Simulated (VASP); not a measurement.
# CsCl in VASP: notebook

The runs below take CsCl through single point, with PBE, r2SCAN.

Program: VASP 6.6.1. These are calculated values, not measurements. Logs are shortened: lines on timing, memory, paths and dates and some standing lists are left out, and cuts for length are marked.

### 1 The cell of the first run

The structure is cubic, space group Pm-3m (No. 221). Conventional cell: a = 4.359 Å, b = 4.359 Å, c = 4.359 Å, α = 90.00°, β = 90.00°, γ = 90.00°. Cs (site symmetry m-3m) has 8 Cl at 3.77 Å and 6 Cs at 4.36 Å within 5.0 Å. Cl (site symmetry m-3m) has 8 Cs at 3.77 Å and 6 Cl at 4.36 Å within 5.0 Å.

### 2 Single point, PBE (strain +5.4%)

Input file INCAR:

```
SYSTEM = CsCl
PREC = Accurate ; ENCUT = 500
EDIFF = 1E-6 ; ISMEAR = -1
SIGMA = 0.02 ; LREAL = .False.
LASPH = .True. ; NELM = 120
ALGO = Normal ; ISIF = 2
LWAVE = .False. ; LCHARG = .False.
GGA = PE ; NBANDS = 15
GGA_COMPAT = .False.
```

Input file KPOINTS:

```
Automatic mesh
0
Gamma
  6 6 6
  0 0 0
```

Input file POSCAR:

```
CsCl
1.0
    4.3589806992      0.0000000000      0.0000000000
    0.0000000000      4.3589806992      0.0000000000
    0.0000000000      0.0000000000      4.3589806992
Cs Cl
1 1
Direct
    0.0000000000      0.0000000000      0.0000000000
    0.5000000000      0.5000000000      0.5000000000
```

Potentials or basis: VASP PAW PBE potentials, release 64 (Cs_sv, Cl).

The run is started by

```sh
$ cat potpaw_PBE.64/Cs_sv/POTCAR potpaw_PBE.64/Cl/POTCAR > POTCAR
$ mpirun -np 1 vasp_std > vasp.out
```

OUTCAR:

```text
SYSTEM = CsCl
   PREC = Accurate
   ENCUT = 500
   EDIFF = 1E-6
   ISMEAR = -1
   LREAL = .False.
   LASPH = .True.
   NELM = 120
   ISIF = 2
   GGA = PE

 ion  position               nearest neighbor table
   1  0.000  0.000  0.000-
   2  0.500  0.500  0.500-

  LATTYP: Found a simple cubic cell.
 ALAT       =     4.3589806992

  Lattice vectors:

 A1 = (   4.3589806992,   0.0000000000,   0.0000000000)
 A2 = (   0.0000000000,   4.3589806992,   0.0000000000)
 A3 = (   0.0000000000,   0.0000000000,   4.3589806992)

Analysis of symmetry for initial positions (statically):
=====================================================================
 Subroutine PRICEL returns:
 Original cell was already a primitive cell.

 Routine SETGRP: Setting up the symmetry group for a
 simple cubic supercell.

 Subroutine GETGRP returns: Found 48 space group operations
 (whereof 48 operations were pure point group operations)
 out of a pool of 48 trial point group operations.

The static configuration has the point symmetry O_h .

Analysis of symmetry for dynamics (positions and initial velocities):
=====================================================================
 Subroutine PRICEL returns:
 Original cell was already a primitive cell.

 Routine SETGRP: Setting up the symmetry group for a
 simple cubic supercell.

 Subroutine GETGRP returns: Found 48 space group operations
 (whereof 48 operations were pure point group operations)
 out of a pool of 48 trial point group operations.

The dynamic configuration has the point symmetry O_h .

 Subroutine INISYM returns: Found 48 space group operations
 (whereof 48 operations are pure point group operations),
 and found     1 'primitive' translations

----------------------------------------------------------------------------------------

                                     Primitive cell

  volume of cell :      82.8237

  direct lattice vectors                    reciprocal lattice vectors
     4.358980699  0.000000000  0.000000000     0.229411431  0.000000000  0.000000000
     0.000000000  4.358980699  0.000000000     0.000000000  0.229411431  0.000000000
     0.000000000  0.000000000  4.358980699     0.000000000  0.000000000  0.229411431

  length of vectors
     4.358980699  4.358980699  4.358980699     0.229411431  0.229411431  0.229411431

  position of ions in fractional coordinates (direct lattice)
     0.000000000  0.000000000  0.000000000
     0.500000000  0.500000000  0.500000000

  ion indices of the primitive-cell ions
   primitive index   ion index
                 1           1
                 2           2

----------------------------------------------------------------------------------------

 KPOINTS: Automatic mesh

Automatic generation of k-mesh.
 Grid dimensions read from file:
 generate k-points for:    6    6    6

 Generating k-lattice:

  Cartesian coordinates                     Fractional coordinates (reciprocal lattice)
     0.038235239  0.000000000  0.000000000     0.166666667  0.000000000  0.000000000
     0.000000000  0.038235239  0.000000000     0.000000000  0.166666667  0.000000000
     0.000000000  0.000000000  0.038235239     0.000000000  0.000000000  0.166666667

  Length of vectors
     0.038235239  0.038235239  0.038235239

  Shift w.r.t. Gamma in fractional coordinates (k-lattice)
     0.000000000  0.000000000  0.000000000

 Subroutine IBZKPT returns following result:
 ===========================================

 Found     20 irreducible k-points:

 Following reciprocal coordinates:
            Coordinates               Weight
  0.000000  0.000000  0.000000      1.000000
  0.166667  0.000000  0.000000      6.000000
  0.333333  0.000000  0.000000      6.000000
  0.500000  0.000000  0.000000      3.000000
  0.166667  0.166667  0.000000     12.000000
  0.333333  0.166667  0.000000     24.000000
[... 12 lines left out ...]
  0.500000  0.500000  0.333333      6.000000
  0.500000  0.500000  0.500000      1.000000
   k-points           NKPTS =     20   k-points in BZ     NKDIM =     20   number of bands    NBANDS=     15
   number of dos      NEDOS =    301   number of ions     NIONS =      2
   total plane-waves  NPLWV =  32768
   dimension x,y,z NGX =    32 NGY =   32 NGZ =   32
   dimension x,y,z NGXF=    64 NGYF=   64 NGZF=   64
   ions per type =               1   1
   NGX,Y,Z   is equivalent  to a cutoff of  12.20, 12.20, 12.20 a.u.
   NGXF,Y,Z  is equivalent  to a cutoff of  24.41, 24.41, 24.41 a.u.
 SYSTEM =  CsCl
   PREC   = accura    normal or accurate (medium, high low for compatibility)
   ISTART =      0    job   : 0-new  1-cont  2-samecut
   ICHARG =      2    charge: 1-file 2-atom 10-const
   ISPIN  =      1    spin polarized calculation?
   LNONCOLLINEAR =      F non collinear calculations
   LSORBIT =      F    spin-orbit coupling
   LASPH  =      T    aspherical Exc in radial PAW
   ENCUT  =  500.0 eV  36.75 Ry    6.06 a.u.   7.95  7.95  7.95*2*pi/ulx,y,z
   NELM   =    120;   NELMIN=  2; NELMDL= -5     # of ELM steps
   EDIFF  = 0.1E-05   stopping-criterion for ELM
   LREAL  =      F    real-space projection
   EDIFFG = 0.1E-04   stopping-criterion for IOM
   NSW    =      0    number of steps for IOM
   IBRION =     -1    ionic relax: 0-MD 1-quasi-New 2-CG
   NFREE  =      0    steps in history (QN), initial steepest desc. (CG)
   ISIF   =      2    stress and relaxation
   ISYM   =      2    0-nonsym 1-usesym 2-fastsym
   POTIM  = 0.5000    time-step for ionic-motion
   TEBEG  =    0.0;   TEEND  =   0.0 temperature during run
   PSTRESS=    0.0 pullay stress
   NELECT =      16.0000    total number of electrons
   NUPDOWN=      -1.0000    fix difference up-down
   EMIN   =  10.00;   EMAX   =-10.00  energy-range for DOS
   EFERMI =   0.00;   METHOD = LEGACY
   ISMEAR =    -1;   SIGMA  =   0.02  broadening in eV -4-tet -1-fermi 0-gaus
   EFERMI_NEDOS =   21; number of points for ismear=-14 and -15
   IALGO  =     38    algorithm
   IMIX   =      4    mixing-type and parameters
     AMIX     =   0.40;   BMIX     =  1.00
     AMIX_MAG =   1.60;   BMIX_MAG =  1.00
  volume/ion in A,a.u.               =      41.41       279.46
  Fermi-wavevector in a.u.,A,eV,Ry     =   0.946375  1.788389 12.185724  0.895625
  Thomas-Fermi vector in A             =   2.074367
   LORBIT       =      0    0 simple, 1 ext, 2 COOP (PROOUT), +10 PAW based schemes
   GGA     = PE    functional components
   LHFCALC =     F    Hartree Fock is set to
   AEXX    =    0.0000 exact exchange contribution
   IVDW    =     0    specifies the selected vdW correction
   LEPSILON=     F    determine dielectric tensor
   LRPA    =     F    only Hartree local field effects (RPA)
 non-spin polarized calculation
  energy-cutoff  :      500.00
  volume of cell :       82.82
 maximum number of plane-waves:      2176
 NGX is ok and might be reduce to    32
   NGX = 15   NGY = 15   NGZ = 15

 number of electron      16.0000008 magnetization

 Free energy of the ion-electron system (eV)
  ---------------------------------------------------
  ext. energy  EPLUGINS =         0.00000000
  ---------------------------------------------------
  free energy    TOTEN  =        -6.50904737 eV

  energy without entropy =       -6.50904737  energy(sigma->0) =       -6.50904737

 E-fermi :  -0.6189     XC(G=0):  -7.5187

 val. band max:       -1.0755895015   @ k =   0.5000   0.5000   0.0000
 cond. band min:       3.4927644527   @ k =   0.0000   0.0000   0.0000
 fundamental gap:      4.5683539543
 Fermi energy:        -0.6188779313

 k-point     1 :       0.0000    0.0000    0.0000
  band No.  band energies     occupation
      1     -20.7557      2.00000
      2     -13.0690      2.00000
      3      -7.3373      2.00000
      4      -7.3373      2.00000
      5      -7.3373      2.00000
      6      -1.0830      2.00000
      7      -1.0830      2.00000
      8      -1.0830      2.00000
      9       3.4928      0.00000
     10       4.3830      0.00000
     11       4.3830      0.00000
     12       8.3089      0.00000
     13       8.3089      0.00000
     14       8.3089      0.00000
     15      11.4745      0.00000

 k-point     2 :       0.1667    0.0000    0.0000
  band No.  band energies     occupation
      1     -20.7458      2.00000
      2     -13.0699      2.00000
      3      -7.4394      2.00000
      4      -7.3190      2.00000
      5      -7.3190      2.00000
      6      -1.3381      2.00000
      7      -1.1118      2.00000
      8      -1.1118      2.00000
      9       4.0168      0.00000
     10       4.5363      0.00000
     11       4.8774      0.00000
     12       8.1020      0.00000
     13       8.1020      0.00000
     14       8.4277      0.00000
     15      10.2463      0.00000

 k-point     3 :       0.3333    0.0000    0.0000
  band No.  band energies     occupation
      1     -20.7258      2.00000
      2     -13.0727      2.00000
      3      -7.6297      2.00000
      4      -7.2818      2.00000
      5      -7.2818      2.00000
      6      -1.7649      2.00000
      7      -1.1714      2.00000
      8      -1.1714      2.00000
      9       4.9237      0.00000
     10       5.1011      0.00000
     11       6.0555      0.00000
     12       7.8116      0.00000
     13       7.8116      0.00000
     14       8.7096      0.00000
     15       8.7792      0.00000

 k-point     4 :       0.5000    0.0000    0.0000
  band No.  band energies     occupation
      1     -20.7157      2.00000
      2     -13.0745      2.00000
      3      -7.7186      2.00000
      4      -7.2629      2.00000
      5      -7.2629      2.00000
      6      -1.9505      2.00000
      7      -1.2022      2.00000
      8      -1.2022      2.00000
      9       5.1924      0.00000
     10       5.7306      0.00000
     11       6.7693      0.00000
     12       7.7114      0.00000
     13       7.7114      0.00000
     14       8.1312      0.00000
     15       8.8842      0.00000
[... 235 lines left out ...]
 k-point    18 :       0.5000    0.3333    0.3333
  band No.  band energies     occupation
      1     -20.6628      2.00000
      2     -12.9818      2.00000
      3      -7.7400      2.00000
      4      -7.6222      2.00000
      5      -7.5903      2.00000
      6      -1.6934      2.00000
      7      -1.6855      2.00000
      8      -1.5115      2.00000
      9       5.9378      0.00000
     10       6.4825      0.00000
     11       6.7091      0.00000
     12       7.1387      0.00000
     13       7.3705      0.00000
     14       8.7014      0.00000
     15      10.3465      0.00000

 k-point    19 :       0.5000    0.5000    0.3333
  band No.  band energies     occupation
      1     -20.6540      2.00000
      2     -12.9683      2.00000
      3      -7.7235      2.00000
      4      -7.7235      2.00000
      5      -7.5784      2.00000
      6      -1.7397      2.00000
      7      -1.7397      2.00000
      8      -1.6651      2.00000
      9       6.1837      0.00000
     10       6.6463      0.00000
     11       6.6463      0.00000
     12       6.9588      0.00000
     13       8.7722      0.00000
     14       8.7722      0.00000
     15      10.1106      0.00000

 k-point    20 :       0.5000    0.5000    0.5000
  band No.  band energies     occupation
      1     -20.6454      2.00000
      2     -12.9566      2.00000
      3      -7.6917      2.00000
      4      -7.6917      2.00000
      5      -7.6917      2.00000
      6      -1.8313      2.00000
      7      -1.8313      2.00000
      8      -1.8313      2.00000
      9       6.7080      0.00000
     10       6.7080      0.00000
     11       6.7080      0.00000
     12       8.5113      0.00000
     13       8.5113      0.00000
     14       8.5113      0.00000
     15      10.1534      0.00000

------------------------ aborting loop because EDIFF is reached ----------------------------------------

  FORCE on cell =-STRESS in cart. coord.  units (eV):
  Direction    XX          YY          ZZ          XY          YZ          ZX
  --------------------------------------------------------------------------------------
  -------------------------------------------------------------------------------------
  Total       -0.6114741     -0.6114741     -0.6114741      0.0000000      0.0000000      0.0000000
  in kB      -11.8286129    -11.8286129    -11.8286129      0.0000000      0.0000000      0.0000000
  external PRESSURE =     -11.8286129 kB  Pullay stress =       0.0000000 kB

 VOLUME and BASIS-vectors are now :
 -----------------------------------------------------------------------------
  energy-cutoff  :      500.00
  volume of cell :       82.82
      direct lattice vectors                 reciprocal lattice vectors
     4.358980699  0.000000000  0.000000000     0.229411431  0.000000000  0.000000000
     0.000000000  4.358980699  0.000000000     0.000000000  0.229411431  0.000000000
     0.000000000  0.000000000  4.358980699     0.000000000  0.000000000  0.229411431

 POSITION                                       TOTAL-FORCE (eV/Angst)
 -----------------------------------------------------------------------------------
      0.00000      0.00000      0.00000         0.000000      0.000000      0.000000
      2.17949      2.17949      2.17949         0.000000      0.000000      0.000000
 -----------------------------------------------------------------------------------
    total drift:                                0.000000      0.000000     -0.000000

  FREE ENERGIE OF THE ION-ELECTRON SYSTEM (eV)
  ---------------------------------------------------
  free  energy   TOTEN  =        -6.5090473699 eV

  energy  without entropy=       -6.5090473699  energy(sigma->0) =       -6.50904737
```

It took 8.9 s on 1 thread of Intel Xeon Platinum 8488C (Sapphire Rapids), shared host; peak memory 0.17 GiB.

What came out:

| Item | Value |
| --- | --- |
| Free energy | -6.5090 eV |
| Pressure | -1.2 GPa |
| Band gap on the k mesh | 4.57 eV, indirect (least direct gap 4.58 eV) |

Caveat: the cell differs from its parent crystal (strain +5.4%); spin-orbit coupling is left out, which moves the levels of the heavy elements.

[end of part 1 of 2]
